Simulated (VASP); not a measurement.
Pb, 1 atom in the cell. Symmetry: Im-3m, No. 229, cubic system. Conventional cell: a = 3.948 Å, b = 3.948 Å, c = 3.948 Å, α = 90.00°, β = 90.00°, γ = 90.00°. Within 4.5 Å of Pb (site symmetry m-3m) lie 14 Pb at 3.42 to 3.95 Å. 

```yaml
Program: VASP 6.6.1
Task: single point
Functional: PBE
Potentials_or_basis: VASP PAW PBE potentials, release 64 (Pb_d)
Cutoff: 500 eV
k_mesh: 16 × 16 × 16
Occupations: gaussian, width 0.05 eV
Spin: no spin polarisation
Dipole_correction: no
Further_INCAR_settings: ALGO = Normal; EDIFF = 1e-06; NBANDS = 13
```

Potentials or basis: VASP PAW PBE potentials, release 64 (Pb_d).

Launch:

```console
$ cat potpaw_PBE.64/Pb_d/POTCAR > POTCAR
$ mpirun -np 1 vasp_std > vasp.out
```

Hardware: 1 thread of Intel(R) Xeon(R) Platinum 8488C (Sapphire Rapids), with other jobs on the host.

Q: Estimate the wall time of this run.

A: Run time: 31 s on 1 thread of Intel(R) Xeon(R) Platinum 8488C (Sapphire Rapids), with other jobs on the host, peak memory 0.19 GiB. Counts: scf iterations 10, k points 145.
